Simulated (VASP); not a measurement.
# ZrTe3Pt (Cmcm) in VASP: single point with PBEsol

Aim: the single point of ZrTe3Pt with PBEsol.

Program: VASP 6.6.1. These are calculated values, not measurements. Logs are shortened: lines on timing, memory, paths and dates and some standing lists are left out, and cuts for length are marked.

### 1 The cell of the first run

Symmetry: Cmcm, No. 63, orthorhombic system. The conventional cell has a = 6.325 Å, b = 13.901 Å, c = 6.518 Å, α = 90.00°, β = 90.00°, γ = 90.00°. Zr (site symmetry m2m) has 8 Te at 2.92 to 3.90 Å and 3 Pt at 3.16 to 3.29 Å within 3.9 Å. Te (site symmetry m2m) has 1 Pt at 2.57 Å and 2 Zr at 3.39 Å within 3.4 Å. Te (site symmetry 2) has 2 Pt at 2.68 Å and 2 Zr at 2.92 Å and 4 Te at 3.07 to 3.26 Å within 3.5 Å. Within 3.4 Å of Pt (site symmetry m2m) lie 5 Te at 2.57 to 2.68 Å and 3 Zr at 3.16 to 3.29 Å.

### 2 Single point, PBEsol

File INCAR:

```
SYSTEM = ZrTe3Pt
PREC     = Accurate       ! precision mode
ENCUT    = 500            ! plane-wave cutoff, eV
EDIFF    = 1E-6           ! SCF threshold, eV
ISMEAR   = -1             ! smearing method
SIGMA    = 0.03           ! smearing width, eV
LREAL    = .False.        ! projectors in reciprocal space
LASPH    = .True.         ! aspherical terms in the spheres
NELM     = 120            ! most SCF steps
ALGO     = Normal         ! electronic algorithm
ISIF     = 2              ! what is computed and relaxed
LWAVE    = .False.        ! write WAVECAR
LCHARG   = .True.         ! write CHGCAR
GGA      = PS             ! functional
LELF     = .True.         ! ELF
LVHAR    = .True.       
NBANDS   = 51             ! bands
GGA_COMPAT= .False.
```

File KPOINTS:

```
Automatic mesh
0
Gamma
  4 4 4
  0 0 0
```

File POSCAR:

```
ZrTe3Pt
1.0
    3.1624016033     -6.9503736518      0.0000000000
    3.1624016033      6.9503736518      0.0000000000
    0.0000000000      0.0000000000      6.5175697145
Zr Te Pt
2 6 2
Direct
    0.1291535822      0.8708464178      0.7500000000
    0.8708464178      0.1291535822      0.2500000000
    0.7170167422      0.2829832578      0.7500000000
    0.2829832578      0.7170167422      0.2500000000
    0.7427480604      0.7427480604      0.0000000000
    0.7427480604      0.7427480604      0.5000000000
    0.2572519396      0.2572519396      0.0000000000
    0.2572519396      0.2572519396      0.5000000000
    0.9019501915      0.0980498085      0.7500000000
    0.0980498085      0.9019501915      0.2500000000
```

Potentials or basis: VASP PAW PBE potentials, release 64 (Zr_sv, Te, Pt).

The run is started by

```sh
$ cat potpaw_PBE.64/Zr_sv/POTCAR potpaw_PBE.64/Te/POTCAR potpaw_PBE.64/Pt/POTCAR > POTCAR
$ mpirun -np 1 vasp_std > vasp.out
```

OUTCAR:

```text
SYSTEM = ZrTe3Pt
   PREC = Accurate
   ENCUT = 500
   EDIFF = 1E-6
   ISMEAR = -1
   LREAL = .False.
   LASPH = .True.
   NELM = 120
   ISIF = 2
   GGA = PS

 ion  position               nearest neighbor table
   1  0.129  0.871  0.750-   5 2.92   6 2.92   7 2.92   8 2.92   9 3.16  10 3.29  10 3.29   3 3.39
                             3 3.39
   2  0.871  0.129  0.250-   5 2.92   6 2.92   7 2.92   8 2.92  10 3.16   9 3.29   9 3.29   4 3.39
                             4 3.39
   3  0.717  0.283  0.750-   9 2.57   1 3.39   1 3.39
   4  0.283  0.717  0.250-  10 2.57   2 3.39   2 3.39
   5  0.743  0.743  0.000-   9 2.68  10 2.68   1 2.92   2 2.92   7 3.07   7 3.25   6 3.26   6 3.26

   6  0.743  0.743  0.500-   9 2.68  10 2.68   1 2.92   2 2.92   8 3.07   8 3.25   5 3.26   5 3.26

   7  0.257  0.257  0.000-   9 2.68  10 2.68   1 2.92   2 2.92   5 3.07   5 3.25   8 3.26   8 3.26

   8  0.257  0.257  0.500-   9 2.68  10 2.68   1 2.92   2 2.92   6 3.07   6 3.25   7 3.26   7 3.26

   9  0.902  0.098  0.750-   3 2.57   5 2.68   6 2.68   7 2.68   8 2.68   1 3.16   2 3.29   2 3.29

  10  0.098  0.902  0.250-   4 2.57   5 2.68   6 2.68   7 2.68   8 2.68   2 3.16   1 3.29   1 3.29

  LATTYP: Found a base centered orthorhombic cell.
 ALAT       =     6.3248032066
 B/A-ratio  =     2.1978149912
 C/A-ratio  =     1.0304778665

  Lattice vectors:

 A1 = (   3.1624016033,  -6.9503736518,   0.0000000000)
 A2 = (   3.1624016033,   6.9503736518,   0.0000000000)
 A3 = (   0.0000000000,   0.0000000000,   6.5175697145)

Analysis of symmetry for initial positions (statically):
=====================================================================
 Subroutine PRICEL returns:
 Original cell was already a primitive cell.

 Routine SETGRP: Setting up the symmetry group for a
 base centered orthorhombic supercell.

 Subroutine GETGRP returns: Found  8 space group operations
 (whereof  4 operations were pure point group operations)
 out of a pool of  8 trial point group operations.

The static configuration has the point symmetry C_2h.
 The point group associated with its full space group is D_2h.

Analysis of symmetry for dynamics (positions and initial velocities):
=====================================================================
 Subroutine PRICEL returns:
 Original cell was already a primitive cell.

 Routine SETGRP: Setting up the symmetry group for a
 base centered orthorhombic supercell.

 Subroutine GETGRP returns: Found  8 space group operations
 (whereof  4 operations were pure point group operations)
 out of a pool of  8 trial point group operations.

The dynamic configuration has the point symmetry C_2h.
 The point group associated with its full space group is D_2h.

 Subroutine INISYM returns: Found  8 space group operations
 (whereof  4 operations are pure point group operations),
 and found     1 'primitive' translations

----------------------------------------------------------------------------------------

                                     Primitive cell

  volume of cell :     286.5107

  direct lattice vectors                    reciprocal lattice vectors
     3.162401603 -6.950373652  0.000000000     0.158107686 -0.071938578  0.000000000
     3.162401603  6.950373652  0.000000000     0.158107686  0.071938578  0.000000000
     0.000000000  0.000000000  6.517569715     0.000000000  0.000000000  0.153431424

  length of vectors
     7.635998808  7.635998808  6.517569715     0.173704345  0.173704345  0.153431424

  position of ions in fractional coordinates (direct lattice)
     0.129153582  0.870846418  0.750000000
     0.870846418  0.129153582  0.250000000
     0.717016742  0.282983258  0.750000000
     0.282983258  0.717016742  0.250000000
     0.742748060  0.742748060  0.000000000
     0.742748060  0.742748060  0.500000000
     0.257251940  0.257251940  0.000000000
     0.257251940  0.257251940  0.500000000
     0.901950191  0.098049809  0.750000000
     0.098049809  0.901950191  0.250000000

  ion indices of the primitive-cell ions
   primitive index   ion index
                 1           1
                 2           2
                 3           3
                 4           4
                 5           5
                 6           6
                 7           7
                 8           8
                 9           9
                10          10

----------------------------------------------------------------------------------------

 KPOINTS: Automatic mesh

Automatic generation of k-mesh.
 Grid dimensions read from file:
 generate k-points for:    4    4    4

 Generating k-lattice:

  Cartesian coordinates                     Fractional coordinates (reciprocal lattice)
     0.039526922 -0.017984645  0.000000000     0.250000000  0.000000000  0.000000000
     0.039526922  0.017984645  0.000000000     0.000000000  0.250000000  0.000000000
     0.000000000  0.000000000  0.038357856     0.000000000  0.000000000  0.250000000

  Length of vectors
     0.043426086  0.043426086  0.038357856

  Shift w.r.t. Gamma in fractional coordinates (k-lattice)
     0.000000000  0.000000000  0.000000000

 Subroutine IBZKPT returns following result:
 ===========================================

 Found     21 irreducible k-points:

 Following reciprocal coordinates:
            Coordinates               Weight
  0.000000  0.000000  0.000000      1.000000
  0.250000 -0.000000  0.000000      4.000000
  0.500000 -0.000000  0.000000      2.000000
  0.250000  0.250000  0.000000      2.000000
  0.500000  0.250000  0.000000      4.000000
 -0.250000  0.250000  0.000000      2.000000
[... 13 lines left out ...]
 -0.250000  0.250000  0.500000      2.000000
  0.500000  0.500000  0.500000      1.000000
   k-points           NKPTS =     21   k-points in BZ     NKDIM =     21   number of bands    NBANDS=     51
   number of dos      NEDOS =    301   number of ions     NIONS =     10
   total plane-waves  NPLWV = 150528
   dimension x,y,z NGX =    56 NGY =   56 NGZ =   48
   dimension x,y,z NGXF=   112 NGYF=  112 NGZF=   96
   ions per type =               2   6   2
   NGX,Y,Z   is equivalent  to a cutoff of  12.19, 12.19, 12.24 a.u.
   NGXF,Y,Z  is equivalent  to a cutoff of  24.38, 24.38, 24.49 a.u.
 SYSTEM =  ZrTe3Pt
   PREC   = accura    normal or accurate (medium, high low for compatibility)
   ISTART =      0    job   : 0-new  1-cont  2-samecut
   ICHARG =      2    charge: 1-file 2-atom 10-const
   ISPIN  =      1    spin polarized calculation?
   LNONCOLLINEAR =      F non collinear calculations
   LSORBIT =      F    spin-orbit coupling
   LASPH  =      T    aspherical Exc in radial PAW
   ENCUT  =  500.0 eV  36.75 Ry    6.06 a.u.  13.92 13.92 11.88*2*pi/ulx,y,z
   NELM   =    120;   NELMIN=  2; NELMDL= -5     # of ELM steps
   EDIFF  = 0.1E-05   stopping-criterion for ELM
   LREAL  =      F    real-space projection
   EDIFFG = 0.1E-04   stopping-criterion for IOM
   NSW    =      0    number of steps for IOM
   IBRION =     -1    ionic relax: 0-MD 1-quasi-New 2-CG
   NFREE  =      0    steps in history (QN), initial steepest desc. (CG)
   ISIF   =      2    stress and relaxation
   ISYM   =      2    0-nonsym 1-usesym 2-fastsym
   POTIM  = 0.5000    time-step for ionic-motion
   TEBEG  =    0.0;   TEEND  =   0.0 temperature during run
   PSTRESS=    0.0 pullay stress
   NELECT =      80.0000    total number of electrons
   NUPDOWN=      -1.0000    fix difference up-down
   EMIN   =  10.00;   EMAX   =-10.00  energy-range for DOS
   EFERMI =   0.00;   METHOD = LEGACY
   ISMEAR =    -1;   SIGMA  =   0.03  broadening in eV -4-tet -1-fermi 0-gaus
   EFERMI_NEDOS =   21; number of points for ismear=-14 and -15
   IALGO  =     38    algorithm
   IMIX   =      4    mixing-type and parameters
     AMIX     =   0.40;   BMIX     =  1.00
     AMIX_MAG =   1.60;   BMIX_MAG =  1.00
  volume/ion in A,a.u.               =      28.65       193.35
  Fermi-wavevector in a.u.,A,eV,Ry     =   1.070018  2.022041 15.577843  1.144939
  Thomas-Fermi vector in A             =   2.205716
   LORBIT       =      0    0 simple, 1 ext, 2 COOP (PROOUT), +10 PAW based schemes
   GGA     = PS    functional components
   LHFCALC =     F    Hartree Fock is set to
   AEXX    =    0.0000 exact exchange contribution
   IVDW    =     0    specifies the selected vdW correction
   LEPSILON=     F    determine dielectric tensor
   LRPA    =     F    only Hartree local field effects (RPA)
 non-spin polarized calculation
  energy-cutoff  :      500.00
  volume of cell :      286.51
 maximum number of plane-waves:      7297
   NGX = 27   NGY = 27   NGZ = 23

 number of electron      79.9999999 magnetization

 Free energy of the ion-electron system (eV)
  ---------------------------------------------------
  ext. energy  EPLUGINS =         0.00000000
  ---------------------------------------------------
  free energy    TOTEN  =       -55.74407440 eV

  energy without entropy =      -55.72819206  energy(sigma->0) =      -55.73613323

 E-fermi :   6.9035     XC(G=0):  -9.7870

 val. band max:        6.8765785612   @ k =   0.2500   0.2500   0.2500
 cond. band min:       6.9335443679   @ k =   0.0000   0.0000   0.2500
 fundamental gap:      0.0569658067
 Fermi energy:         6.9035380619

 k-point     1 :       0.0000    0.0000    0.0000
  band No.  band energies     occupation
      1     -43.0366      2.00000
      2     -43.0362      2.00000
      3     -21.1031      2.00000
      4     -21.0914      2.00000
      5     -21.0905      2.00000
      6     -21.0883      2.00000
[... 43 lines left out ...]
     50       9.1438      0.00000
     51       9.5388      0.00000

 k-point     2 :       0.2500   -0.0000    0.0000
  band No.  band energies     occupation
      1     -43.0366      2.00000
      2     -43.0362      2.00000
      3     -21.1030      2.00000
      4     -21.0917      2.00000
      5     -21.0906      2.00000
      6     -21.0884      2.00000
[... 43 lines left out ...]
     50       9.2668      0.00000
     51       9.4996      0.00000

 k-point     3 :       0.5000   -0.0000    0.0000
  band No.  band energies     occupation
      1     -43.0366      2.00000
      2     -43.0362      2.00000
      3     -21.1029      2.00000
      4     -21.0920      2.00000
      5     -21.0907      2.00000
      6     -21.0885      2.00000
[... 43 lines left out ...]
     50       9.1996      0.00000
     51       9.7528      0.00000
[... 865 lines left out ...]
 k-point    20 :      -0.2500    0.2500    0.5000
  band No.  band energies     occupation
      1     -43.0364      2.00000
      2     -43.0364      2.00000
      3     -21.0976      2.00000
      4     -21.0976      2.00000
      5     -21.0899      2.00000
      6     -21.0899      2.00000
[... 43 lines left out ...]
     50       9.6217      0.00000
     51       9.7383      0.00000

 k-point    21 :       0.5000    0.5000    0.5000
  band No.  band energies     occupation
      1     -43.0364      2.00000
      2     -43.0364      2.00000
      3     -21.0977      2.00000
      4     -21.0977      2.00000
      5     -21.0899      2.00000
      6     -21.0899      2.00000
[... 43 lines left out ...]
     50       9.5546      0.00000
     51       9.5724      0.00000

------------------------ aborting loop because EDIFF is reached ----------------------------------------

  FORCE on cell =-STRESS in cart. coord.  units (eV):
  Direction    XX          YY          ZZ          XY          YZ          ZX
  --------------------------------------------------------------------------------------
  -------------------------------------------------------------------------------------
  Total        0.0608125     -0.0125893      0.0901974      0.0000000      0.0000000      0.0000000
  in kB        0.3400656     -0.0703999      0.5043868      0.0000000      0.0000000      0.0000000
  external PRESSURE =       0.2580175 kB  Pullay stress =       0.0000000 kB

 VOLUME and BASIS-vectors are now :
 -----------------------------------------------------------------------------
  energy-cutoff  :      500.00
  volume of cell :      286.51
      direct lattice vectors                 reciprocal lattice vectors
     3.162401603 -6.950373652  0.000000000     0.158107686 -0.071938578  0.000000000
     3.162401603  6.950373652  0.000000000     0.158107686  0.071938578  0.000000000
     0.000000000  0.000000000  6.517569715     0.000000000  0.000000000  0.153431424

 POSITION                                       TOTAL-FORCE (eV/Angst)
 -----------------------------------------------------------------------------------
      3.16240      5.15504      4.88818         0.000000     -0.017153      0.000000
      3.16240     -5.15504      1.62939         0.000000      0.017153     -0.000000
      3.16240     -3.01669      4.88818         0.000000     -0.011463     -0.000000
      3.16240      3.01669      1.62939         0.000000      0.011463      0.000000
      4.69774      0.00000      0.00000        -0.019515     -0.000000     -0.000000
      4.69774      0.00000      3.25878        -0.019515     -0.000000      0.000000
      1.62707      0.00000      0.00000         0.019515     -0.000000      0.000000
      1.62707      0.00000      3.25878         0.019515     -0.000000     -0.000000
      3.16240     -5.58741      4.88818         0.000000      0.009886      0.000000
      3.16240      5.58741      1.62939         0.000000     -0.009886      0.000000
 -----------------------------------------------------------------------------------
    total drift:                                0.000000      0.000000     -0.000000

  FREE ENERGIE OF THE ION-ELECTRON SYSTEM (eV)
  ---------------------------------------------------
  free  energy   TOTEN  =       -55.7440743959 eV

  energy  without entropy=      -55.7281920641  energy(sigma->0) =      -55.73613323
```

Run time: 11 min. Hardware: 1 thread of Oxide Virtual Turin-like, shared host; peak memory 0.51 GiB.

What came out:

```
Free energy            : -55.7441 eV
Pressure               : 0.0 GPa
Largest force          : 0.020 eV/Å
Band gap on the k mesh : zero (bands 40 and 41 overlap by 1.03 eV)
```

Forces in eV/Å, atoms in the order of the input:
```
Zr   0.000 -0.017  0.000
Zr   0.000  0.017  0.000
Te   0.000 -0.011  0.000
Te   0.000  0.011  0.000
Te  -0.020  0.000  0.000
Te  -0.020  0.000  0.000
Te   0.020  0.000  0.000
Te   0.020  0.000  0.000
Pt   0.000  0.010  0.000
Pt   0.000 -0.010  0.000
```

Caveat: the PAW data sets were made with another functional, which shifts forces and pressure a little; spin-orbit coupling is left out, which moves the levels of the heavy elements.

The gap in the log of VASP goes by the Fermi energy; the results here count the filled bands.